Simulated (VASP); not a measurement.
Set up this calculation in VASP 6.6.1, as the native input.

| Item | Value |
| --- | --- |
| Task | relaxation of cell and atoms |
| Functional | PBEsol |
| Potentials or basis | VASP PAW PBE potentials, release 64 (B, N) |
| Cutoff | 600 eV |
| k mesh | 10 × 10 × 10 |
| Occupations | gaussian, width 0.02 eV |
| Spin | no spin polarisation |
| Dipole correction | no |
| Further INCAR settings | ALGO = Normal; EDIFF = 1e-07; IBRION = 2; EDIFFG = -0.002; NSW = 100; ISIF = 3 |

The structure of BN lies in POSCAR:

```
BN
1.0
    0.0000000000      1.8080000000      1.8080000000
    1.8080000000      0.0000000000      1.8080000000
    1.8080000000      1.8080000000      0.0000000000
B N
1 1
Direct
    0.0000000000      0.0000000000      0.0000000000
    0.2500000000      0.2500000000      0.2500000000
```

These files were run (other wordings do the same):

INCAR

```
PREC = Accurate
ENCUT = 600
EDIFF = 1E-7
ISMEAR = 0
SIGMA = 0.02
LREAL = F
LASPH = T
NELM = 120
ALGO = Normal
ISIF = 3
LWAVE = F
LCHARG = F
GGA = PS
IBRION = 2
NSW = 100
EDIFFG = -0.002
GGA_COMPAT = F
NELMIN = 4
```

KPOINTS

```
regular mesh
0
Gamma
  10 10 10
```

Potentials or basis: VASP PAW PBE potentials, release 64 (B, N).

Command:

```console
$ cat potpaw_PBE.64/B/POTCAR potpaw_PBE.64/N/POTCAR > POTCAR
$ mpirun -np 1 vasp_std > vasp.out
```

It gave:

The relaxed volume is 5.86 Å³/atom and the relaxed cell is a = 2.550 Å, b = 2.550 Å, c = 2.550 Å, α = 60.00°, β = 60.00°, γ = 60.00°. The space group after relaxing (to 0.1 Å) is F-43m (No. 216), the energy gained by relaxing is 0.4 meV/atom and the ionic steps are 3. The pressure after relaxing is 0.0 GPa and the band gap on the k mesh is 4.28 eV (least direct gap 8.79 eV).

Caveat: the PAW data sets were made with another functional, which shifts forces and pressure a little.

It took 6.2 s on 1 thread of Intel(R) Xeon(R) 6975P-C (Granite Rapids), with other jobs on the host, peak memory 0.12 GiB.
